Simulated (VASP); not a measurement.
# RuS (Fm-3m) in VASP: a series of runs

The runs below take RuS through single point, with LDA+U.

Everything below comes from runs of VASP 6.6.1. Logs are shortened: lines on timing, memory, paths and dates and some standing lists are left out, and cuts for length are marked.

**1. The cell of the first run**

Symmetry: Fm-3m, No. 225, cubic system. The conventional cell has a = 5.094 Å, b = 5.094 Å, c = 5.094 Å, α = 90.00°, β = 90.00°, γ = 90.00°. Within 3.4 Å of Ru (site symmetry m-3m) lie 6 S at 2.55 Å. Within 3.4 Å of S (site symmetry m-3m) lie 6 Ru at 2.55 Å.

**2. Single point, LDA+U, collinear spin, ferromagnetic start**

Input file INCAR:

```
PREC = Accurate
ENCUT = 520
EDIFF = 1E-6
ISMEAR = 0
SIGMA = 0.05
LREAL = False
LASPH = True
NELM = 150
ALGO = Normal
ISIF = 2
LWAVE = False
LCHARG = True
ISPIN = 2
MAGMOM = 4 4 0 0
LORBIT = 11
LMAXMIX = 4
LDAU = True
LDAUTYPE = 1
LDAUL = 2 -1
LDAUU = 2 0
LDAUJ = 0.9 0
LDAUPRINT = 1
GGA = CA
LELF = True
LVHAR = True
NBANDS = 32
```

Input file KPOINTS:

```
Automatic mesh
0
Gamma
  6 6 6
```

Input file POSCAR:

```
RuS
1.0
    0.0000000000      2.5467554600      2.5467554600
    2.5467554600      0.0000000000      2.5467554600
    5.0935109200      5.0935109200      0.0000000000
Ru S
2 2
Direct
    0.5000000000      0.5000000000      0.2500000000
    0.5000000000      0.5000000000      0.7500000000
    0.0000000000      0.0000000000      0.0000000000
    0.0000000000      0.0000000000      0.5000000000
```

Potentials or basis: VASP PAW LDA potentials, release 64 (Ru_pv, S).

Command:

```
$ cat potpaw_LDA.64/Ru_pv/POTCAR potpaw_LDA.64/S/POTCAR > POTCAR
$ mpirun -np 1 vasp_std > vasp.out
```

OUTCAR:

```text
PREC = Accurate
   ENCUT = 520
   EDIFF = 1E-6
   ISMEAR = 0
   LREAL = False
   LASPH = True
   NELM = 150
   ISIF = 2
   ISPIN = 2
   LORBIT = 11
   GGA = CA

 ion  position               nearest neighbor table
   1  0.500  0.500  0.250-   3 2.55   3 2.55   4 2.55   3 2.55   4 2.55   4 2.55
   2  0.500  0.500  0.750-   4 2.55   3 2.55   4 2.55   3 2.55   4 2.55   3 2.55
   3  0.000  0.000  0.000-   2 2.55   1 2.55   2 2.55   1 2.55   2 2.55   1 2.55
   4  0.000  0.000  0.500-   1 2.55   1 2.55   2 2.55   1 2.55   2 2.55   2 2.55

  LATTYP: Found a trigonal (rhomboedric) cell.
 ALAT       =     6.2382513766
 COS(alpha) =     0.8333333333

  Lattice vectors:

 A1 = (   5.0935109200,   2.5467554600,  -2.5467554600)
 A2 = (   2.5467554600,   2.5467554600,  -5.0935109200)
 A3 = (   2.5467554600,   5.0935109200,  -2.5467554600)

Analysis of symmetry for initial positions (statically):
=====================================================================
 Subroutine PRICEL returns following result:

  LATTYP: Found a face centered cubic cell.
 ALAT       =     5.0935109200
[... 12 lines left out ...]
 Subroutine GETGRP returns: Found 12 space group operations
 (whereof 12 operations were pure point group operations)
 out of a pool of 12 trial point group operations.

The static configuration has the point symmetry D_3d.

Analysis of symmetry for dynamics (positions and initial velocities):
=====================================================================
 Subroutine PRICEL returns following result:

  LATTYP: Found a face centered cubic cell.
 ALAT       =     5.0935109200
[... 12 lines left out ...]
 Subroutine GETGRP returns: Found 12 space group operations
 (whereof 12 operations were pure point group operations)
 out of a pool of 12 trial point group operations.

The dynamic configuration has the point symmetry D_3d.

Analysis of structural, dynamic, and magnetic symmetry:
=====================================================================
 Subroutine PRICEL returns following result:

  LATTYP: Found a face centered cubic cell.
 ALAT       =     5.0935109200
[... 12 lines left out ...]
 Subroutine GETGRP returns: Found 12 space group operations
 (whereof 12 operations were pure point group operations)
 out of a pool of 12 trial point group operations.

The overall configuration has the point symmetry D_3d.

 Subroutine INISYM returns: Found 12 space group operations
 (whereof 12 operations are pure point group operations),
 and found     2 'primitive' translations

----------------------------------------------------------------------------------------

                                     Primitive cell

  volume of cell :      33.0363

  direct lattice vectors                    reciprocal lattice vectors
     0.000000000  2.546755460  2.546755460    -0.196328233  0.196328233  0.196328233
     2.546755460  0.000000000  2.546755460     0.196328233 -0.196328233  0.196328233
     2.546755460  2.546755460  0.000000000     0.196328233  0.196328233 -0.196328233

  length of vectors
     3.601656112  3.601656112  3.601656112     0.340050475  0.340050475  0.340050475

  position of ions in fractional coordinates (direct lattice)
     0.500000000  0.500000000  0.500000000
     0.000000000  0.000000000  0.000000000

  ion indices of the primitive-cell ions
   primitive index   ion index
                 1           1
                 2           3

----------------------------------------------------------------------------------------

 KPOINTS: Automatic mesh

Automatic generation of k-mesh.
 Grid dimensions read from file:
 generate k-points for:    6    6    6

 Generating k-lattice:

  Cartesian coordinates                     Fractional coordinates (reciprocal lattice)
    -0.032721372  0.032721372  0.032721372     0.166666667  0.000000000  0.000000000
     0.032721372 -0.032721372  0.032721372     0.000000000  0.166666667  0.000000000
     0.016360686  0.016360686 -0.016360686     0.000000000  0.000000000  0.166666667
[... 71 lines left out ...]
   EFERMI =   0.00;   METHOD = LEGACY
   ISMEAR =     0;   SIGMA  =   0.05  broadening in eV -4-tet -1-fermi 0-gaus
   EFERMI_NEDOS =   21; number of points for ismear=-14 and -15
   IALGO  =     38    algorithm
   IMIX   =      4    mixing-type and parameters
     AMIX     =   0.40;   BMIX     =  1.00
     AMIX_MAG =   1.60;   BMIX_MAG =  1.00
  volume/ion in A,a.u.               =      16.52       111.47
  Fermi-wavevector in a.u.,A,eV,Ry     =   1.384908  2.617097 26.095568  1.917970
  Thomas-Fermi vector in A             =   2.509368
   LORBIT       =     11    0 simple, 1 ext, 2 COOP (PROOUT), +10 PAW based schemes
 LDA+U is selected, type is set to LDAUTYPE =  1
   angular momentum for each species LDAUL =     2   -1
   U (eV)           for each species LDAUU =   2.0  0.0
   J (eV)           for each species LDAUJ =   0.9  0.0
   GGA     = CA    functional components
   LHFCALC =     F    Hartree Fock is set to
   AEXX    =    0.0000 exact exchange contribution
   IVDW    =     0    specifies the selected vdW correction
   LEPSILON=     F    determine dielectric tensor
   LRPA    =     F    only Hartree local field effects (RPA)
 spin polarized calculation
 Gauss-broadening in eV      SIGMA  =   0.05
  energy-cutoff  :      520.00
  volume of cell :       66.07
 maximum number of plane-waves:      1807
   NGX = 13   NGY = 13   NGZ = 27

atom =   1  type =  1  l = 2

 onsite density matrix

spin component  1

  0.8408 -0.0005  0.0019 -0.0005  0.0000
 -0.0005  0.8408  0.0009  0.0005 -0.0016
  0.0019  0.0009  0.4899  0.0009 -0.0000
 -0.0005  0.0005  0.0009  0.8408  0.0016
  0.0000 -0.0016 -0.0000  0.0016  0.4899

spin component  2

  0.5683 -0.0013 -0.0004 -0.0013 -0.0000
 -0.0013  0.5683 -0.0002  0.0013  0.0003
 -0.0004 -0.0002  0.4461 -0.0002  0.0000
 -0.0013  0.0013 -0.0002  0.5683 -0.0003
 -0.0000  0.0003  0.0000 -0.0003  0.4461

 occupancies and eigenvectors

  o =  0.4461  v =  0.0000  0.0000  0.0000  0.0000  0.0000 -0.0000 -0.0027 -0.0120  0.0026  0.9999      0.0000  0.0000  0.0000  0.0000  0.0000  0.0000  0.0000  0.0000  0.0000  0.0000
  o =  0.4461  v =  0.0000  0.0000  0.0000  0.0000  0.0000 -0.0031 -0.0015 -0.9999 -0.0016 -0.0120      0.0000  0.0000  0.0000  0.0000  0.0000  0.0000  0.0000  0.0000  0.0000  0.0000
  o =  0.4899  v = -0.0001  0.0046  0.0257 -0.0048  0.9996  0.0000  0.0000  0.0000  0.0000  0.0000      0.0000  0.0000  0.0000  0.0000  0.0000  0.0000  0.0000  0.0000  0.0000  0.0000
  o =  0.4899  v = -0.0054 -0.0028  0.9996 -0.0026 -0.0257  0.0000  0.0000  0.0000  0.0000  0.0000      0.0000  0.0000  0.0000  0.0000  0.0000  0.0000  0.0000  0.0000  0.0000  0.0000
  o =  0.5670  v =  0.0000  0.0000  0.0000  0.0000  0.0000  0.1088 -0.6464 -0.0005  0.7552 -0.0037      0.0000  0.0000  0.0000  0.0000  0.0000  0.0000  0.0000  0.0000  0.0000  0.0000
  o =  0.5670  v =  0.0000  0.0000  0.0000  0.0000  0.0000  0.8092  0.4988 -0.0037  0.3104  0.0005      0.0000  0.0000  0.0000  0.0000  0.0000  0.0000  0.0000  0.0000  0.0000  0.0000
  o =  0.5709  v =  0.0000  0.0000  0.0000  0.0000  0.0000 -0.5774  0.5774  0.0000  0.5774  0.0000      0.0000  0.0000  0.0000  0.0000  0.0000  0.0000  0.0000  0.0000  0.0000  0.0000
  o =  0.8403  v = -0.5417  0.2582 -0.0044 -0.7999 -0.0050  0.0000  0.0000  0.0000  0.0000  0.0000      0.0000  0.0000  0.0000  0.0000  0.0000  0.0000  0.0000  0.0000  0.0000  0.0000
  o =  0.8403  v =  0.6109  0.7746  0.0050 -0.1637 -0.0044  0.0000  0.0000  0.0000  0.0000  0.0000      0.0000  0.0000  0.0000  0.0000  0.0000  0.0000  0.0000  0.0000  0.0000  0.0000
  o =  0.8419  v = -0.5774  0.5774 -0.0000  0.5774 -0.0000  0.0000  0.0000  0.0000  0.0000  0.0000      0.0000  0.0000  0.0000  0.0000  0.0000  0.0000  0.0000  0.0000  0.0000  0.0000

atom =   2  type =  1  l = 2

 onsite density matrix

spin component  1

  0.8408 -0.0005  0.0019 -0.0005  0.0000
 -0.0005  0.8408  0.0009  0.0005 -0.0016
  0.0019  0.0009  0.4899  0.0009  0.0000
 -0.0005  0.0005  0.0009  0.8408  0.0016
  0.0000 -0.0016  0.0000  0.0016  0.4899

spin component  2

  0.5683 -0.0013 -0.0004 -0.0013 -0.0000
 -0.0013  0.5683 -0.0002  0.0013  0.0003
 -0.0004 -0.0002  0.4461 -0.0002  0.0000
 -0.0013  0.0013 -0.0002  0.5683 -0.0003
 -0.0000  0.0003  0.0000 -0.0003  0.4461

 occupancies and eigenvectors

  o =  0.4461  v =  0.0000  0.0000  0.0000  0.0000  0.0000  0.0031  0.0018  0.9951  0.0013 -0.0988      0.0000  0.0000  0.0000  0.0000  0.0000  0.0000  0.0000  0.0000  0.0000  0.0000
  o =  0.4461  v =  0.0000  0.0000  0.0000  0.0000  0.0000  0.0003 -0.0025  0.0988  0.0028  0.9951      0.0000  0.0000  0.0000  0.0000  0.0000  0.0000  0.0000  0.0000  0.0000  0.0000
  o =  0.4899  v = -0.0054 -0.0026  0.9996 -0.0028  0.0264  0.0000  0.0000  0.0000  0.0000  0.0000      0.0000  0.0000  0.0000  0.0000  0.0000  0.0000  0.0000  0.0000  0.0000  0.0000
  o =  0.4899  v =  0.0001  0.0048 -0.0264 -0.0046  0.9996  0.0000  0.0000  0.0000  0.0000  0.0000      0.0000  0.0000  0.0000  0.0000  0.0000  0.0000  0.0000  0.0000  0.0000  0.0000
  o =  0.5670  v =  0.0000  0.0000  0.0000  0.0000  0.0000  0.1098  0.7556 -0.0005 -0.6458  0.0037      0.0000  0.0000  0.0000  0.0000  0.0000  0.0000  0.0000  0.0000  0.0000  0.0000
  o =  0.5670  v =  0.0000  0.0000  0.0000  0.0000  0.0000  0.8091  0.3094 -0.0037  0.4996 -0.0005      0.0000  0.0000  0.0000  0.0000  0.0000  0.0000  0.0000  0.0000  0.0000  0.0000
  o =  0.5709  v =  0.0000  0.0000  0.0000  0.0000  0.0000 -0.5774  0.5774  0.0000  0.5774 -0.0000      0.0000  0.0000  0.0000  0.0000  0.0000  0.0000  0.0000  0.0000  0.0000  0.0000
  o =  0.8403  v =  0.1743  0.7780  0.0014 -0.6036 -0.0065  0.0000  0.0000  0.0000  0.0000  0.0000      0.0000  0.0000  0.0000  0.0000  0.0000  0.0000  0.0000  0.0000  0.0000  0.0000
  o =  0.8403  v =  0.7976  0.2478  0.0065  0.5498  0.0014  0.0000  0.0000  0.0000  0.0000  0.0000      0.0000  0.0000  0.0000  0.0000  0.0000  0.0000  0.0000  0.0000  0.0000  0.0000
  o =  0.8419  v = -0.5774  0.5774 -0.0000  0.5774  0.0000  0.0000  0.0000  0.0000  0.0000  0.0000      0.0000  0.0000  0.0000  0.0000  0.0000  0.0000  0.0000  0.0000  0.0000  0.0000

 number of electron      39.9999999 magnetization       2.1349565

 Free energy of the ion-electron system (eV)
  ---------------------------------------------------
  ext. energy  EPLUGINS =         0.00000000
  ---------------------------------------------------
  free energy    TOTEN  =       -26.54795848 eV

  energy without entropy =      -26.53605760  energy(sigma->0) =      -26.54200804

 E-fermi :   8.5235     XC(G=0): -12.0137

 val. band max:        8.5226462714   @ k =   0.1667   0.1667   0.0000
 cond. band min:       8.5243337220   @ k =  -0.3333   0.1667   0.0000
 fundamental gap:      0.0016874505
 Fermi energy:         8.5235419445

 spin component 1

 k-point     1 :       0.0000    0.0000    0.0000
  band No.  band energies     occupation
      1     -34.0166      1.00000
      2     -33.9757      1.00000
      3     -33.9757      1.00000
      4     -33.9689      1.00000
      5     -33.9689      1.00000
      6     -33.9649      1.00000
[... 1673 lines left out ...]
     31      18.9566      0.00000
     32      18.9566      0.00000

 [... further k-points ...]
[... 5 lines left out ...]
  --------------------------------------------------------------------------------------
  -------------------------------------------------------------------------------------
  Total       -9.1088310     -9.1088310     -9.1088310      0.0512881     -0.0512881     -0.0512881
  in kB     -220.8775104   -220.8775104   -220.8775104      1.2436713     -1.2436713     -1.2436713
  external PRESSURE =    -220.8775104 kB  Pullay stress =       0.0000000 kB

 VOLUME and BASIS-vectors are now :
 -----------------------------------------------------------------------------
  energy-cutoff  :      520.00
  volume of cell :       66.07
      direct lattice vectors                 reciprocal lattice vectors
     0.000000000  2.546755460  2.546755460    -0.196328233  0.196328233  0.196328233
     2.546755460  0.000000000  2.546755460     0.196328233 -0.196328233  0.196328233
     5.093510920  5.093510920  0.000000000     0.098164117  0.098164117 -0.098164117

 POSITION                                       TOTAL-FORCE (eV/Angst)
 -----------------------------------------------------------------------------------
      2.54676      2.54676      2.54676         0.000000      0.000000     -0.000000
      5.09351      5.09351      2.54676        -0.000000     -0.000000      0.000000
      0.00000      0.00000      0.00000         0.000000      0.000000      0.000000
      2.54676      2.54676      0.00000         0.000000      0.000000      0.000000
 -----------------------------------------------------------------------------------
    total drift:                                0.000000      0.000000      0.000000

  FREE ENERGIE OF THE ION-ELECTRON SYSTEM (eV)
  ---------------------------------------------------
  free  energy   TOTEN  =       -26.5479584756 eV

  energy  without entropy=      -26.5360576003  energy(sigma->0) =      -26.54200804

 total charge

# of ion       s       p       d       tot
------------------------------------------
    1        0.240   6.135   6.052  12.427
    2        0.240   6.135   6.052  12.427
    3        1.318   2.279   0.000   3.597
    4        1.318   2.279   0.000   3.597
--------------------------------------------------
tot          3.114  16.830  12.104  32.048

 magnetization (x)

# of ion       s       p       d       tot
------------------------------------------
    1        0.020   0.008   0.901   0.929
    2        0.020   0.008   0.901   0.929
    3        0.003   0.067   0.000   0.070
    4        0.003   0.067   0.000   0.070
--------------------------------------------------
tot          0.048   0.149   1.802   1.999
```

It took 3.8 min on 1 thread of Intel Xeon Platinum 8259CL at 2.50GHz (Skylake/Cascade Lake), shared host; peak memory 0.23 GiB.

What came out:

- Free energy: -26.5480 eV
- Pressure: -22.1 GPa
- Net moment: 2.13 μB per cell
- Site moments: Ru +0.93; S +0.07 μB
- Valence electrons inside the program's atomic spheres: Ru 12.43; S 3.60

Levels at points of the mesh, in eV from the Fermi level:
Spin up:
```tsv
k point	band 17	band 18	band 19	band 20	band 21	band 22	band 23	band 24	band 25	band 26
(0.00, 0.00, 0.00)	-2.02	-2.02	-2.02	-1.38	-1.38	-0.71	3.08	3.24	3.24	3.45
(0.50, 0.00, 0.00)	-1.38	-1.38	-1.04	-1.03	-0.72	0.28	2.60	3.24	3.24	3.44
(0.00, 0.00, 0.50)	-2.08	-2.08	-1.47	-1.47	1.06	1.06	1.06	1.06	5.01	5.01
(0.50, 0.00, 0.50)	-1.24	-1.24	-0.87	-0.87	0.73	0.73	1.24	1.24	4.82	4.82
```
Spin down:
```tsv
k point	band 16	band 17	band 18	band 19	band 20	band 21	band 22	band 23
(0.00, 0.00, 0.00)	-1.91	-1.85	-1.85	-1.85	-0.41	-0.41	0.20	3.27
(0.50, 0.00, 0.00)	-1.27	-0.41	-0.40	0.04	0.04	0.21	0.58	2.85
(0.00, 0.00, 0.50)	-1.22	-1.22	-1.22	-0.73	-0.73	1.32	1.32	1.32
(0.50, 0.00, 0.50)	-1.49	-0.28	-0.28	0.09	0.09	1.03	1.03	1.54
```

Eigenvalues of the final occupation matrices:
| site | spin | trace | eigenvalues |
| --- | --- | --- | --- |
| site 1 d | 1 | 3.50 | 0.49 0.49 0.84 0.84 0.84 |
| site 1 d | 2 | 2.60 | 0.45 0.45 0.57 0.57 0.57 |
| site 2 d | 1 | 3.50 | 0.49 0.49 0.84 0.84 0.84 |
| site 2 d | 2 | 2.60 | 0.45 0.45 0.57 0.57 0.57 |

Caveat: the cell stands under tension. The state reached can hang on the start; a lower one may exist.

(Part 1 of 2 ends here.)
